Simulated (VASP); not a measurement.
# KF (km) (Fm-3m) in VASP: single point with PBEsol

Aim: the single point of KF (km) with PBEsol.

Program: VASP 6.6.1. These are calculated values, not measurements. Logs are shortened: lines on timing, memory, paths and dates and some standing lists are left out, and cuts for length are marked.

**1. The cell of the first run**

Symmetry: Fm-3m, No. 225, cubic system. Conventional cell: a = 5.307 Å, b = 5.307 Å, c = 5.307 Å, α = 90.00°, β = 90.00°, γ = 90.00°. Within 3.5 Å of K (site symmetry m-3m) lie 6 F at 2.65 Å. F (site symmetry m-3m) has 6 K at 2.65 Å within 3.5 Å.

**2. Single point, PBEsol**

INCAR

```
SYSTEM = KF
PREC = Accurate ; ENCUT = 600
EDIFF = 1E-6 ; ISMEAR = 0
SIGMA = 0.02 ; LREAL = .FALSE.
LASPH = .TRUE. ; NELM = 120
ALGO = Normal ; ISIF = 2
LWAVE = .FALSE. ; LCHARG = .FALSE.
GGA = PS ; NBANDS = 15
GGA_COMPAT = .FALSE.
```

KPOINTS

```
Automatic mesh
0
G
  6 6 6
  0 0 0
```

POSCAR

```
KF
1.0
    0.0000000000      2.6532857142      2.6532857142
    2.6532857142      0.0000000000      2.6532857142
    2.6532857142      2.6532857142      0.0000000000
K F
1 1
Direct
    0.0000000000      0.0000000000      0.0000000000
    0.5000000000      0.5000000000      0.5000000000
```

Potentials or basis: VASP PAW PBE potentials, release 64 (K_sv, F).

Started as:

```console
cat potpaw_PBE.64/K_sv/POTCAR potpaw_PBE.64/F/POTCAR > POTCAR
mpirun -np 1 vasp_std > vasp.out
```

OUTCAR:

```text
SYSTEM = KF
   PREC = Accurate
   ENCUT = 600
   EDIFF = 1E-6
   ISMEAR = 0
   LREAL = .FALSE.
   LASPH = .TRUE.
   NELM = 120
   ISIF = 2
   GGA = PS

 ion  position               nearest neighbor table
   1  0.000  0.000  0.000-   2 2.65   2 2.65   2 2.65   2 2.65   2 2.65   2 2.65
   2  0.500  0.500  0.500-   1 2.65   1 2.65   1 2.65   1 2.65   1 2.65   1 2.65

  LATTYP: Found a face centered cubic cell.
 ALAT       =     5.3065714284

  Lattice vectors:

 A1 = (   0.0000000000,   2.6532857142,   2.6532857142)
 A2 = (   2.6532857142,   0.0000000000,   2.6532857142)
 A3 = (   2.6532857142,   2.6532857142,   0.0000000000)

Analysis of symmetry for initial positions (statically):
=====================================================================
 Subroutine PRICEL returns:
 Original cell was already a primitive cell.

 Routine SETGRP: Setting up the symmetry group for a
 face centered cubic supercell.

 Subroutine GETGRP returns: Found 48 space group operations
 (whereof 48 operations were pure point group operations)
 out of a pool of 48 trial point group operations.

The static configuration has the point symmetry O_h .

Analysis of symmetry for dynamics (positions and initial velocities):
=====================================================================
 Subroutine PRICEL returns:
 Original cell was already a primitive cell.

 Routine SETGRP: Setting up the symmetry group for a
 face centered cubic supercell.

 Subroutine GETGRP returns: Found 48 space group operations
 (whereof 48 operations were pure point group operations)
 out of a pool of 48 trial point group operations.

The dynamic configuration has the point symmetry O_h .

 Subroutine INISYM returns: Found 48 space group operations
 (whereof 48 operations are pure point group operations),
 and found     1 'primitive' translations

----------------------------------------------------------------------------------------

                                     Primitive cell

  volume of cell :      37.3579

  direct lattice vectors                    reciprocal lattice vectors
     0.000000000  2.653285714  2.653285714    -0.188445593  0.188445593  0.188445593
     2.653285714  0.000000000  2.653285714     0.188445593 -0.188445593  0.188445593
     2.653285714  2.653285714  0.000000000     0.188445593  0.188445593 -0.188445593

  length of vectors
     3.752312642  3.752312642  3.752312642     0.326397342  0.326397342  0.326397342

  position of ions in fractional coordinates (direct lattice)
     0.000000000  0.000000000  0.000000000
     0.500000000  0.500000000  0.500000000

  ion indices of the primitive-cell ions
   primitive index   ion index
                 1           1
                 2           2
[... 77 lines left out ...]
   EFERMI =   0.00;   METHOD = LEGACY
   ISMEAR =     0;   SIGMA  =   0.02  broadening in eV -4-tet -1-fermi 0-gaus
   EFERMI_NEDOS =   21; number of points for ismear=-14 and -15
   IALGO  =     38    algorithm
   IMIX   =      4    mixing-type and parameters
     AMIX     =   0.40;   BMIX     =  1.00
     AMIX_MAG =   1.60;   BMIX_MAG =  1.00
  volume/ion in A,a.u.               =      18.68       126.05
  Fermi-wavevector in a.u.,A,eV,Ry     =   1.234016  2.331952 20.718892  1.522796
  Thomas-Fermi vector in A             =   2.368723
   LORBIT       =      0    0 simple, 1 ext, 2 COOP (PROOUT), +10 PAW based schemes
   GGA     = PS    functional components
   LHFCALC =     F    Hartree Fock is set to
   AEXX    =    0.0000 exact exchange contribution
   IVDW    =     0    specifies the selected vdW correction
   LEPSILON=     F    determine dielectric tensor
   LRPA    =     F    only Hartree local field effects (RPA)
 non-spin polarized calculation
 Gauss-broadening in eV      SIGMA  =   0.02
  energy-cutoff  :      600.00
  volume of cell :       37.36
 maximum number of plane-waves:      1267
 NGX is ok and might be reduce to    30
   NGX = 15   NGY = 15   NGZ = 15

 number of electron      16.0000003 magnetization

 Free energy of the ion-electron system (eV)
  ---------------------------------------------------
  ext. energy  EPLUGINS =         0.00000000
  ---------------------------------------------------
  free energy    TOTEN  =        -8.52157561 eV

  energy without entropy =       -8.52157561  energy(sigma->0) =       -8.52157561

 E-fermi :  -2.6782     XC(G=0):  -8.7101

 val. band max:       -2.8547694552   @ k =   0.0000   0.0000   0.0000
 cond. band min:       3.2814490976   @ k =   0.0000   0.0000   0.0000
 fundamental gap:      6.1362185527
 Fermi energy:        -2.6781719299

 k-point     1 :       0.0000    0.0000    0.0000
  band No.  band energies     occupation
      1     -28.7602      2.00000
      2     -21.3953      2.00000
      3     -12.0559      2.00000
      4     -12.0559      2.00000
      5     -12.0559      2.00000
      6      -2.8548      2.00000
      7      -2.8548      2.00000
      8      -2.8548      2.00000
      9       3.2814      0.00000
     10       7.8367      0.00000
     11       7.8367      0.00000
     12       7.8367      0.00000
     13       9.5404      0.00000
     14       9.5404      0.00000
[... 257 lines left out ...]
      2     -21.4390      2.00000
      3     -12.5777      2.00000
      4     -12.3861      2.00000
      5     -12.1834      2.00000
      6      -3.1919      2.00000
      7      -3.0417      2.00000
      8      -2.9696      2.00000
      9       6.0297      0.00000
     10       7.7653      0.00000
     11       8.1482      0.00000
     12      10.7807      0.00000
     13      11.5557      0.00000
     14      12.3459      0.00000
     15      12.6252      0.00000

------------------------ aborting loop because EDIFF is reached ----------------------------------------

  FORCE on cell =-STRESS in cart. coord.  units (eV):
  Direction    XX          YY          ZZ          XY          YZ          ZX
  --------------------------------------------------------------------------------------
  -------------------------------------------------------------------------------------
  Total        0.0103914      0.0103914      0.0103914      0.0000000      0.0000000     -0.0000000
  in kB        0.4456598      0.4456598      0.4456598      0.0000000      0.0000000     -0.0000000
  external PRESSURE =       0.4456598 kB  Pullay stress =       0.0000000 kB

 VOLUME and BASIS-vectors are now :
 -----------------------------------------------------------------------------
  energy-cutoff  :      600.00
  volume of cell :       37.36
      direct lattice vectors                 reciprocal lattice vectors
     0.000000000  2.653285714  2.653285714    -0.188445593  0.188445593  0.188445593
     2.653285714  0.000000000  2.653285714     0.188445593 -0.188445593  0.188445593
     2.653285714  2.653285714  0.000000000     0.188445593  0.188445593 -0.188445593

 POSITION                                       TOTAL-FORCE (eV/Angst)
 -----------------------------------------------------------------------------------
      0.00000      0.00000      0.00000        -0.000000      0.000000     -0.000000
      2.65329      2.65329      2.65329         0.000000     -0.000000      0.000000
 -----------------------------------------------------------------------------------
    total drift:                                0.000000      0.000000      0.000000

  FREE ENERGIE OF THE ION-ELECTRON SYSTEM (eV)
  ---------------------------------------------------
  free  energy   TOTEN  =        -8.5215756073 eV

  energy  without entropy=       -8.5215756073  energy(sigma->0) =       -8.52157561
```

OSZICAR:

```text
N       E                     dE             d eps       ncg     rms          rms(c)
DAV:   1     0.120436261422E+03    0.12044E+03   -0.89957E+03   480   0.117E+03
DAV:   2    -0.429000130932E+01   -0.12473E+03   -0.11359E+03   634   0.294E+02
DAV:   3    -0.946916143187E+01   -0.51792E+01   -0.51494E+01   627   0.541E+01
DAV:   4    -0.963965782557E+01   -0.17050E+00   -0.17049E+00   654   0.924E+00
DAV:   5    -0.964125668732E+01   -0.15989E-02   -0.15989E-02   637   0.843E-01    0.591E+00
DAV:   6    -0.856174112592E+01    0.10795E+01   -0.29789E+00   494   0.142E+01    0.419E+00
DAV:   7    -0.852711750835E+01    0.34624E-01   -0.68001E-02   606   0.226E+00    0.239E+00
DAV:   8    -0.851958197168E+01    0.75355E-02   -0.50319E-02   529   0.224E+00    0.209E-01
DAV:   9    -0.852098386520E+01   -0.14019E-02   -0.43671E-03   599   0.558E-01    0.121E-01
DAV:  10    -0.852136212943E+01   -0.37826E-03   -0.36278E-04   537   0.173E-01    0.766E-02
DAV:  11    -0.852157570921E+01   -0.21358E-03   -0.20096E-04   501   0.106E-01    0.158E-02
DAV:  12    -0.852157568822E+01    0.20991E-07   -0.11570E-05   615   0.346E-02    0.510E-03
DAV:  13    -0.852157560726E+01    0.80963E-07   -0.24083E-06   522   0.137E-02
   1 F= -.85215756E+01 E0= -.85215756E+01  d E =-.216063E-37
```

It took 16 s on 1 thread of AMD EPYC 7R43 (Zen 3), shared host; peak memory 0.13 GiB.

Results:

| Quantity | Value |
| --- | --- |
| Free energy | -8.5216 eV |
| Pressure | 0.0 GPa |
| Band gap on the k mesh | 6.14 eV, direct |

Caveat: the PAW data sets were made with another functional, which shifts forces and pressure a little. PBEsol gaps usually lie below the measured ones, often by a third to a half.
